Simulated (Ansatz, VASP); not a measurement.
## Two plane-wave programs on HfO2

```xyz
6
Lattice="3.6043 0.0000 0.0000 0.0000 3.6043 0.0000 0.0000 0.0000 5.2640" Properties=species:S:1:pos:R:3 pbc="T T T"
Hf    1.8022    1.8022    2.6320
Hf    0.0000    0.0000    0.0000
O     0.0697    1.8022    3.6886
O     1.8022    0.0000    4.2467
O     1.8022    0.0000    1.6147
O     0.0000    1.8022    1.0173
```

Alike in both runs: task single point; functional PBE; k mesh 6 × 6 × 4; occupations gaussian, width 0.05 eV; no spin polarisation.

```csv
,VASP,Ansatz
version,VASP 6.6.1,Ansatz 0.2.0
potentials or method,"VASP PAW PBE potentials, release 64 (Hf_pv, O), cutoff 520 eV","scalar-relativistic, plane waves, PAW"
valence electrons in the cell,44,76
```

VASP gave:

* gap on the k mesh at the Fermi level (eV): 4.59
* least direct gap on the mesh (eV): 4.66
* pressure (GPa): -3.3
* traceless stress, the component that is largest in VASP (GPa): -1.26
* rms of the force components (eV/Å): 0.340

Question: What did Ansatz give for the same quantities?

Answer: gap on the k mesh at the Fermi level (eV): 4.62; least direct gap on the mesh (eV): 4.68; pressure (GPa): -0.1; traceless stress, the component that is largest in VASP (GPa): -1.34; rms of the force components (eV/Å): 0.343.

Atom by atom the forces differ by 0.023 eV/Å (rms over components). VASP's potentials hold 44 valence electrons a cell and Ansatz's 76, so a difference there can come from the potentials and not from the codes.

Spin-orbit coupling is off throughout.
